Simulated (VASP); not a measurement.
The system is Mo2W3.

```
Mo W
1.0
     2.26250    1.30625    4.61867
    -2.26250    1.30625    4.61867
     0.00000   -2.61251    4.61867
Mo W
2 3
Cartesian
  0.0000 0.0000 8.3136
  0.0000 0.0000 5.5424
  0.0000 0.0000 2.7712
  0.0000 0.0000 0.0000
  0.0000 0.0000 11.0848
```

```yaml
Program: VASP 6.6.1
Task: relaxation of cell and atoms
Functional: PBE
Potentials_or_basis: VASP PAW PBE potentials, release 64 (Mo_sv, W_sv)
Cutoff: 600 eV
k_mesh: 4 × 4 × 4
Occupations: gaussian, width 0.2 eV
Spin: no spin polarisation
```

At the start: pressure -6.1 GPa; volume 16.38 Å³/atom.

Q: How do energy, volume and symmetry change on relaxing?

A: Over 3 steps the energy falls by 7.0 meV/atom and the volume is 16.03 Å³/atom (-2.1 %); space group R-3m (No. 166, to 0.1 Å) before and after.

Step by step:
```tsv
step	energy change (eV)	largest force (eV/Å)	pressure (GPa)	volume (Å³)
1	0.0000	0.0308	-6.13	81.90
2	0.3408	0.1541	23.70	74.69
3	-0.0352	0.0206	-0.12	80.15
```

Final structure:
```
Mo W
1.0
     2.24505    1.29618    4.59071
    -2.24505    1.29618    4.59071
     0.00000   -2.59236    4.59071
Mo W
2 3
Direct
  0.60002 0.60002 0.60002
  0.39998 0.39998 0.39998
  0.19999 0.19999 0.19999
  0.00000 0.00000 0.00000
  0.80001 0.80001 0.80001
```

Caveat: the k points lie up to 0.42 Å⁻¹ apart in the final cell, too coarse for converged energies and pressures of a metal.
